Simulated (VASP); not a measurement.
The system is SnTe.

```xyz
2
Lattice="0.0000 3.6111 3.6111 3.6111 0.0000 3.6111 3.6111 3.6111 0.0000" Properties=species:S:1:pos:R:3 pbc="T T T"
Sn    0.0000    0.0000    0.0000
Te    5.4167    5.4167    5.4167
```

Base run:

| Property | Result |
| --- | --- |
| Program | VASP 6.6.1 |
| Functional | PBEsol |
| Potentials or basis | VASP PAW PBE potentials, release 64 (Sn_d, Te) |
| Cutoff | 520 eV |
| k mesh | 6 × 6 × 6 |
| Occupations | fermi-dirac, width 0.02 eV |
| Spin | no spin polarisation |

Its results: band gap on the k mesh 0.23 eV, indirect (least direct gap 0.76 eV); pressure -1.4 GPa.

Problem. The run is repeated on the same cell with these changes: functional from PBEsol to BLYP. What comes out?

Solution. Band gap on the k mesh 0.32 eV, indirect (least direct gap 0.81 eV); pressure 1.6 GPa.

BLYP binds less tightly than PBEsol, so the same cell stands under more pressure.

Caveats: the PAW data sets were made with another functional, which shifts forces and pressure a little; spin-orbit coupling is left out, which moves the levels of the heavy elements.

A k mesh can miss the band edges.
